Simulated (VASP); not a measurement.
Wanted: the native input for a VASP 6.6.1 run.

```yaml
Task: single point
Functional: PBEsol
Potentials_or_basis: VASP PAW PBE potentials, release 64 (Ga_d, P)
Cutoff: 520 eV
k_mesh: 8 × 8 × 8
Occupations: gaussian, width 0.01 eV
Spin: no spin polarisation
Dipole_correction: no
Further_INCAR_settings: ALGO = Normal; EDIFF = 1e-07; NBANDS = 16
```

The structure of GaP lies in POSCAR:

```
GaP
1.0
    0.0000000000      2.6641010230      2.6641010230
    2.6641010230      0.0000000000      2.6641010230
    2.6641010230      2.6641010230      0.0000000000
Ga P
1 1
Direct
    0.0000000000      0.0000000000      0.0000000000
    0.7500000000      0.7500000000      0.7500000000
```

One way to write it, as run:

INCAR

```
PREC = Accurate ; ENCUT = 520
EDIFF = 1E-7 ; ISMEAR = 0
SIGMA = 0.01 ; LREAL = F
LASPH = T ; NELM = 60
ALGO = Normal ; ISIF = 2
LWAVE = F ; LCHARG = T
GGA = PS ; LELF = T
LVHAR = T ; NBANDS = 16
```

KPOINTS

```
regular mesh
0
Gamma
  8 8 8
```

Potentials or basis: VASP PAW PBE potentials, release 64 (Ga_d, P).

The run is started by

```console
$ cat potpaw_PBE.64/Ga_d/POTCAR potpaw_PBE.64/P/POTCAR > POTCAR
$ mpirun -np 1 vasp_std > vasp.out
```

It gave:

```
Pressure               : 5.9 GPa
Band gap on the k mesh : 1.37 eV, indirect (least direct gap 2.32 eV)
```

Caveat: the PAW data sets were made with another functional, which shifts forces and pressure a little.

Run time: 39 s on 1 thread of AMD EPYC 7R43 64-Core Processor (Zen 3), on a shared host, peak memory 0.12 GiB.
